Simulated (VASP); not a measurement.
H9ClO4, 14 atoms in the cell. The cell holds a disordered packing, 14 atoms: a = 5.550 Å, b = 5.550 Å, c = 5.550 Å, α = 90.00°, β = 90.00°, γ = 90.00°. 

- Program: VASP 6.6.1
- Task: single point
- Functional: PBE
- Potentials or basis: VASP PAW PBE potentials, release 64 (O, H, Cl)
- Cutoff: 520 eV
- k mesh: 1 × 1 × 1
- Occupations: fermi-dirac, width 0.02 eV
- Spin: no spin polarisation
- Dipole correction: no
- Further INCAR settings: ALGO = Normal; EDIFF = 1e-06; NBANDS = 33

Potentials or basis: VASP PAW PBE potentials, release 64 (O, H, Cl).

Launch:

```bash
$ cat potpaw_PBE.64/O/POTCAR potpaw_PBE.64/H/POTCAR potpaw_PBE.64/Cl/POTCAR > POTCAR
$ mpirun -np 1 vasp_gam > vasp.out
```

Hardware: 1 thread of AMD EPYC 7R43 64-Core Processor (Zen 3), with other jobs on the host.

Question: Estimate the wall time of this run.

Answer: It took 17 s on 1 thread of AMD EPYC 7R43 64-Core Processor (Zen 3) (shared host), peak memory 0.19 GiB. Counts: scf iterations 15, k points 1.
